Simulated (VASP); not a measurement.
## BeS: electric field gradients with PBE

BeS:

```
Be S
1.0
     0.00000    2.43515    2.43515
     2.43515    0.00000    2.43515
     2.43515    2.43515    0.00000
Be S
1 1
Cartesian
  0.0000 0.0000 0.0000
  1.2176 1.2176 1.2176
```

```json
{"Program": "VASP 6.6.1", "Task": "electric field gradients", "Functional": "PBE", "Potentials or basis": "VASP PAW PBE potentials, release 64 (Be, S)", "Cutoff": "520 eV", "k mesh": "10 × 10 × 10", "Occupations": "fermi-dirac, width 0.03 eV", "Spin": "no spin polarisation", "Dipole correction": "no", "Further INCAR settings": "ALGO = Normal; EDIFF = 1e-08; NBANDS = 11"}
```

| Property | Result |
| --- | --- |
| Pressure | 0.3 GPa |
| Band gap on the k mesh | 3.14 eV, indirect (least direct gap 5.67 eV) |

Levels at points of the mesh, in eV from the valence-band top:
```
           k point  band 2  band 3  band 4  band 5  band 6  band 7
(0.00, 0.00, 0.00)    0.00    0.00    0.00    5.67    5.67    5.67
(0.50, 0.00, 0.00)   -5.71   -1.02   -1.02    5.43    6.57    6.57
(0.50, 0.50, 0.00)   -4.96   -2.60   -2.60    3.14    4.93   12.68
```

It took 9.4 s on 1 thread of Intel Xeon 6975P-C, with other jobs on the host, peak memory 0.15 GiB.

Caveat: without QUAD_EFG the Cq values of the log hold for a quadrupole moment of 1 mb, not for the nuclei. A k mesh can miss the band edges.
